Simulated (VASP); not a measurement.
# Cu (P6_3/mmc) in VASP: notebook

The runs below take Cu through single point, relaxation of cell and atoms, with PBEsol.

Program: VASP 6.6.1. These are calculated values, not measurements. Logs are shortened: lines on timing, memory, paths and dates and some standing lists are left out, and cuts for length are marked.

### Step 1. The cell of the first run

Symmetry: P6_3/mmc, No. 194, hexagonal system. The conventional cell has a = 2.527 Å, b = 2.527 Å, c = 4.106 Å, α = 90.00°, β = 90.00°, γ = 120.00°. Cu (site symmetry -6m2) has 12 Cu at 2.52 to 2.53 Å within 3.3 Å.

### Step 2. Single point, PBEsol

The input, INCAR:

```
SYSTEM = Cu
PREC = Accurate
ENCUT = 520
EDIFF = 1E-6
ISMEAR = -1
SIGMA = 0.2
LREAL = .False.
LASPH = .True.
NELM = 80
ALGO = Normal
ISIF = 2
LWAVE = .False.
LCHARG = .False.
GGA = PS
NBANDS = 18
```

The input, KPOINTS:

```
regular mesh
0
Gamma
  8 8 4
  0 0 0
```

The input, POSCAR:

```
Cu
1.0
    2.5267595858      0.0000000000      0.0000000000
   -1.2633797929      2.1882379905      0.0000000000
    0.0000000000      0.0000000000      4.1058675572
Cu
2
Direct
    0.3333333333      0.6666666667      0.2500000000
    0.6666666667      0.3333333333      0.7500000000
```

Potentials or basis: VASP PAW PBE potentials, release 64 (Cu).

Run with:

```bash
$ cat potpaw_PBE.64/Cu/POTCAR > POTCAR
$ mpirun -np 1 vasp_std > vasp.out
```

OUTCAR:

```text
SYSTEM = Cu
   PREC = Accurate
   ENCUT = 520
   EDIFF = 1E-6
   ISMEAR = -1
   LREAL = .False.
   LASPH = .True.
   NELM = 80
   ISIF = 2
   GGA = PS

 ion  position               nearest neighbor table
   1  0.333  0.667  0.250-   2 2.52   2 2.52   2 2.52   2 2.52   2 2.52   2 2.52
   2  0.667  0.333  0.750-   1 2.52   1 2.52   1 2.52   1 2.52   1 2.52   1 2.52

  LATTYP: Found a hexagonal cell.
 ALAT       =     2.5267595858
 C/A-ratio  =     1.6249537868

  Lattice vectors:

 A1 = (   2.5267595858,   0.0000000000,   0.0000000000)
 A2 = (  -1.2633797929,   2.1882379905,   0.0000000000)
 A3 = (   0.0000000000,   0.0000000000,   4.1058675572)

Analysis of symmetry for initial positions (statically):
=====================================================================
 Subroutine PRICEL returns:
 Original cell was already a primitive cell.

 Routine SETGRP: Setting up the symmetry group for a
 hexagonal supercell.

 Subroutine GETGRP returns: Found 24 space group operations
 (whereof 12 operations were pure point group operations)
 out of a pool of 24 trial point group operations.

The static configuration has the point symmetry D_3d.
 The point group associated with its full space group is D_6h.

Analysis of symmetry for dynamics (positions and initial velocities):
=====================================================================
 Subroutine PRICEL returns:
 Original cell was already a primitive cell.

 Routine SETGRP: Setting up the symmetry group for a
 hexagonal supercell.

 Subroutine GETGRP returns: Found 24 space group operations
 (whereof 12 operations were pure point group operations)
 out of a pool of 24 trial point group operations.

The dynamic configuration has the point symmetry D_3d.
 The point group associated with its full space group is D_6h.

 Subroutine INISYM returns: Found 24 space group operations
 (whereof 12 operations are pure point group operations),
 and found     1 'primitive' translations

----------------------------------------------------------------------------------------

                                     Primitive cell

  volume of cell :      22.7020

  direct lattice vectors                    reciprocal lattice vectors
     2.526759586  0.000000000  0.000000000     0.395763810  0.228494342  0.000000000
    -1.263379793  2.188237990  0.000000000     0.000000000  0.456988684  0.000000000
     0.000000000  0.000000000  4.105867557     0.000000000  0.000000000  0.243553886

  length of vectors
     2.526759586  2.526759586  4.105867557     0.456988684  0.456988684  0.243553886

  position of ions in fractional coordinates (direct lattice)
     0.333333333  0.666666667  0.250000000
     0.666666667  0.333333333  0.750000000

  ion indices of the primitive-cell ions
   primitive index   ion index
                 1           1
                 2           2

----------------------------------------------------------------------------------------

 KPOINTS: regular mesh

Automatic generation of k-mesh.
 Grid dimensions read from file:
 generate k-points for:    8    8    4

 Generating k-lattice:

  Cartesian coordinates                     Fractional coordinates (reciprocal lattice)
     0.049470476  0.028561793  0.000000000     0.125000000  0.000000000  0.000000000
     0.000000000  0.057123586  0.000000000     0.000000000  0.125000000  0.000000000
     0.000000000  0.000000000  0.060888472     0.000000000  0.000000000  0.250000000

  Length of vectors
     0.057123586  0.057123586  0.060888472

  Shift w.r.t. Gamma in fractional coordinates (k-lattice)
     0.000000000  0.000000000  0.000000000

 Subroutine IBZKPT returns following result:
 ===========================================

 Found     30 irreducible k-points:

 Following reciprocal coordinates:
            Coordinates               Weight
  0.000000  0.000000  0.000000      1.000000
  0.125000  0.000000  0.000000      6.000000
  0.250000  0.000000  0.000000      6.000000
  0.375000  0.000000  0.000000      6.000000
  0.500000  0.000000  0.000000      3.000000
  0.125000  0.125000  0.000000      6.000000
[... 16 lines left out ...]
  0.250000  0.000000  0.500000      6.000000
  0.375000  0.000000  0.500000      6.000000
 [... further k-points ...]
   k-points           NKPTS =     30   k-points in BZ     NKDIM =     30   number of bands    NBANDS=     18
   number of dos      NEDOS =    301   number of ions     NIONS =      2
   total plane-waves  NPLWV =  12800
   dimension x,y,z NGX =    20 NGY =   20 NGZ =   32
   dimension x,y,z NGXF=    40 NGYF=   40 NGZF=   64
   ions per type =               2
   NGX,Y,Z   is equivalent  to a cutoff of  13.16, 13.16, 12.96 a.u.
   NGXF,Y,Z  is equivalent  to a cutoff of  26.32, 26.32, 25.91 a.u.
 SYSTEM =  Cu
   PREC   = accura    normal or accurate (medium, high low for compatibility)
   ISTART =      0    job   : 0-new  1-cont  2-samecut
   ICHARG =      2    charge: 1-file 2-atom 10-const
   ISPIN  =      1    spin polarized calculation?
   LNONCOLLINEAR =      F non collinear calculations
   LSORBIT =      F    spin-orbit coupling
   LASPH  =      T    aspherical Exc in radial PAW
   ENCUT  =  520.0 eV  38.22 Ry    6.18 a.u.   4.70  4.70  7.63*2*pi/ulx,y,z
   NELM   =     80;   NELMIN=  2; NELMDL= -5     # of ELM steps
   EDIFF  = 0.1E-05   stopping-criterion for ELM
   LREAL  =      F    real-space projection
   EDIFFG = 0.1E-04   stopping-criterion for IOM
   NSW    =      0    number of steps for IOM
   IBRION =     -1    ionic relax: 0-MD 1-quasi-New 2-CG
   NFREE  =      0    steps in history (QN), initial steepest desc. (CG)
   ISIF   =      2    stress and relaxation
   ISYM   =      2    0-nonsym 1-usesym 2-fastsym
   POTIM  = 0.5000    time-step for ionic-motion
   TEBEG  =    0.0;   TEEND  =   0.0 temperature during run
   PSTRESS=    0.0 pullay stress
   NELECT =      22.0000    total number of electrons
   NUPDOWN=      -1.0000    fix difference up-down
   EMIN   =  10.00;   EMAX   =-10.00  energy-range for DOS
   EFERMI =   0.00;   METHOD = LEGACY
   ISMEAR =    -1;   SIGMA  =   0.20  broadening in eV -4-tet -1-fermi 0-gaus
   EFERMI_NEDOS =   21; number of points for ismear=-14 and -15
   IALGO  =     38    algorithm
   IMIX   =      4    mixing-type and parameters
     AMIX     =   0.40;   BMIX     =  1.00
     AMIX_MAG =   1.60;   BMIX_MAG =  1.00
  volume/ion in A,a.u.               =      11.35        76.60
  Fermi-wavevector in a.u.,A,eV,Ry     =   1.620048  3.061447 35.709252  2.624556
  Thomas-Fermi vector in A             =   2.714050
   LORBIT       =      0    0 simple, 1 ext, 2 COOP (PROOUT), +10 PAW based schemes
   GGA     = PS    functional components
   LHFCALC =     F    Hartree Fock is set to
   AEXX    =    0.0000 exact exchange contribution
   IVDW    =     0    specifies the selected vdW correction
   LEPSILON=     F    determine dielectric tensor
   LRPA    =     F    only Hartree local field effects (RPA)
 non-spin polarized calculation
  energy-cutoff  :      520.00
  volume of cell :       22.70
 maximum number of plane-waves:       628
 NGX is ok and might be reduce to    20
   NGX =  9   NGY =  9   NGZ = 15

 number of electron      21.9999979 magnetization

 Free energy of the ion-electron system (eV)
  ---------------------------------------------------
  ext. energy  EPLUGINS =         0.00000000
  ---------------------------------------------------
  free energy    TOTEN  =        -8.62778081 eV

  energy without entropy =       -8.52969392  energy(sigma->0) =       -8.57873736

 E-fermi :   7.8681     XC(G=0): -13.1417

 val. band max:        7.7930470011   @ k =   0.2500   0.2500   0.2500
 cond. band min:       7.8688897758   @ k =   0.5000   0.0000   0.0000
 fundamental gap:      0.0758427747
 Fermi energy:         7.8680918019

 k-point     1 :       0.0000    0.0000    0.0000
  band No.  band energies     occupation
      1      -1.7961      2.00000
      2       2.5814      2.00000
      3       4.7538      2.00000
      4       4.8038      2.00000
      5       4.8038      2.00000
      6       5.0299      2.00000
[... 10 lines left out ...]
     17      31.7531      0.00000
     18      31.7536      0.00000

 k-point     2 :       0.1250    0.0000    0.0000
  band No.  band energies     occupation
      1      -1.2821      2.00000
      2       2.8651      2.00000
      3       4.5180      2.00000
      4       4.9124      2.00000
      5       4.9205      2.00000
      6       4.9934      2.00000
[... 10 lines left out ...]
     17      31.8074      0.00000
     18      33.1155      0.00000

 k-point     3 :       0.2500    0.0000    0.0000
  band No.  band energies     occupation
      1       0.1638      2.00000
      2       3.3546      2.00000
      3       4.0377      2.00000
      4       4.2716      2.00000
      5       4.7685      2.00000
      6       4.9777      2.00000
[... 10 lines left out ...]
     17      26.5818      0.00000
     18      29.0060      0.00000

 k-point     4 :       0.3750    0.0000    0.0000
  band No.  band energies     occupation
      1       2.0163      2.00000
      2       3.2893      2.00000
      3       3.5189      2.00000
      4       4.3836      2.00000
      5       4.7803      2.00000
      6       4.9114      2.00000
[... 375 lines left out ...]
      4       4.3267      2.00000
      5       4.7314      2.00000
      6       4.7314      2.00000
[... 10 lines left out ...]
     17      29.5186      0.00000
     18      29.5187      0.00000

 k-point    23 :       0.2500    0.0000    0.5000
  band No.  band energies     occupation
      1       1.9566      2.00000
      2       1.9566      2.00000
      3       4.1224      2.00000
      4       4.1224      2.00000
      5       4.7225      2.00000
      6       4.7225      2.00000
[... 10 lines left out ...]
     17      26.8190      0.00000
     18      26.8190      0.00000

 k-point    24 :       0.3750    0.0000    0.5000
  band No.  band energies     occupation
      1       2.7063      2.00000
      2       2.7063      2.00000
      3       3.9681      2.00000
      4       3.9681      2.00000
      5       5.3972      1.99999
      6       5.3972      1.99999
[... 10 lines left out ...]
     17      24.9756      0.00000
     18      24.9756      0.00000

 [... further k-points ...]
[... 5 lines left out ...]
  --------------------------------------------------------------------------------------
  -------------------------------------------------------------------------------------
  Total        0.1078048      0.1078048      0.1057032      0.0000000     -0.0000000      0.0000000
  in kB        7.6082596      7.6082596      7.4599427      0.0000000     -0.0000000      0.0000000
  external PRESSURE =       7.5588206 kB  Pullay stress =       0.0000000 kB

 VOLUME and BASIS-vectors are now :
 -----------------------------------------------------------------------------
  energy-cutoff  :      520.00
  volume of cell :       22.70
      direct lattice vectors                 reciprocal lattice vectors
     2.526759586  0.000000000  0.000000000     0.395763810  0.228494342  0.000000000
    -1.263379793  2.188237990  0.000000000     0.000000000  0.456988684  0.000000000
     0.000000000  0.000000000  4.105867557     0.000000000  0.000000000  0.243553886

 POSITION                                       TOTAL-FORCE (eV/Angst)
 -----------------------------------------------------------------------------------
     -0.00000      1.45883      1.02647        -0.000000      0.000000      0.000000
      1.26338      0.72941      3.07940         0.000000     -0.000000      0.000000
 -----------------------------------------------------------------------------------
    total drift:                                0.000000     -0.000000      0.000000

  FREE ENERGIE OF THE ION-ELECTRON SYSTEM (eV)
  ---------------------------------------------------
  free  energy   TOTEN  =        -8.6277808114 eV

  energy  without entropy=       -8.5296939152  energy(sigma->0) =       -8.57873736
```

Wall time 12 s (1 thread of Intel Xeon 6975P-C, shared host); peak memory 0.13 GiB.

What came out:

* Free energy: -8.6278 eV
* Pressure: 0.8 GPa
* Band gap on the k mesh: zero (band 11 reaches 11.00 eV, above the bottom of band 12 at 5.89 eV)

Levels at points of the mesh, in eV from the Fermi level:
```tsv
k point	band 7	band 8	band 9	band 10	band 11	band 12	band 13	band 14	band 15	band 16
(0.00, 0.00, 0.00)	-2.84	-2.55	-2.55	-1.75	-1.75	-1.08	4.04	21.63	22.22	22.22
(0.50, 0.00, 0.00)	-2.80	-1.65	-1.59	-1.55	0.00	1.63	7.96	8.39	10.95	11.41
(0.00, 0.00, 0.50)	-3.11	-3.11	-1.98	-1.98	-1.98	-1.98	12.91	12.91	22.34	22.34
(0.50, 0.00, 0.50)	-1.94	-1.94	-1.59	-1.59	0.44	0.44	5.05	5.05	16.44	16.44
```

Caveat: the k points lie up to 0.38 Å⁻¹ apart; the PAW data sets were made with another functional, which shifts forces and pressure a little.

### Step 3. Relaxation of cell and atoms, PBEsol

This run uses another cell than the first one, of 11.44 Å³/atom, 1.007 times its volume.

The input, INCAR:

```
SYSTEM = Cu
PREC = Accurate
ENCUT = 600
EDIFF = 1E-6
ISMEAR = -1
SIGMA = 0.2
LREAL = .False.
LASPH = .True.
NELM = 60
ALGO = Normal
ISIF = 3
LWAVE = .False.
LCHARG = .False.
GGA = PS
IBRION = 2
NSW = 80
EDIFFG = -0.01
```

KPOINTS is that of step 2.

The input, POSCAR:

```
Cu
1.0
    2.5340970000      0.0000000000      0.0000000000
   -1.2670485000      2.1945923777      0.0000000000
    0.0000000000      0.0000000000      4.1125710000
Cu
2
Direct
    0.3333330000      0.6666670000      0.2500000000
    0.6666670000      0.3333330000      0.7500000000
```

Potentials or basis: VASP PAW PBE potentials, release 64 (Cu).

Run with:

```bash
$ cat potpaw_PBE.64/Cu/POTCAR > POTCAR
$ mpirun -np 1 vasp_std > vasp.out
```

It took 24 s on 1 thread of Intel Xeon 6975P-C, shared host; peak memory 0.14 GiB.

It converged, with:

* Free energy: -8.6283 eV
* Relaxed volume: 11.41 Å³/atom
* Relaxed cell: a = 2.532 Å, b = 2.532 Å, c = 4.110 Å, α = 90.00°, β = 90.00°, γ = 120.00°
* Space group after relaxing (to 0.05 Å): P6_3/mmc (No. 194)
* Energy gained by relaxing: 0.0 meV/atom
* Ionic steps: 3
* Pressure after relaxing: 0.0 GPa
* Band gap on the k mesh: zero (band 11 reaches 10.92 eV, above the bottom of band 12 at 5.83 eV)

Stress tensor (GPa, compression positive):
```
-0.04  0.00  0.00
 0.00 -0.04  0.00
 0.00  0.00  0.10
```

Final structure:
```xyz
2
Lattice="2.5318 0.0000 0.0000 -1.2659 2.1926 0.0000 0.0000 0.0000 4.1103" Properties=species:S:1:pos:R:3 pbc="T T T"
Cu    0.0000    1.4617    1.0276
Cu    1.2659    0.7309    3.0827
```

Levels at points of the mesh, in eV from the Fermi level:
```tsv
k point	band 8	band 9	band 10	band 11	band 12	band 13	band 14	band 15
(0.00, 0.00, 0.00)	-2.54	-2.54	-1.74	-1.74	-1.05	4.02	21.57	22.12
(0.50, 0.00, 0.00)	-1.65	-1.58	-1.54	0.00	1.62	7.94	8.37	10.93
(0.00, 0.00, 0.50)	-3.10	-1.97	-1.97	-1.97	-1.97	12.89	12.89	22.28
(0.50, 0.00, 0.50)	-1.93	-1.58	-1.58	0.45	0.45	5.02	5.02	16.38
```

Caveat: the k points lie up to 0.38 Å⁻¹ apart in the final cell; the PAW data sets were made with another functional, which shifts forces and pressure a little.
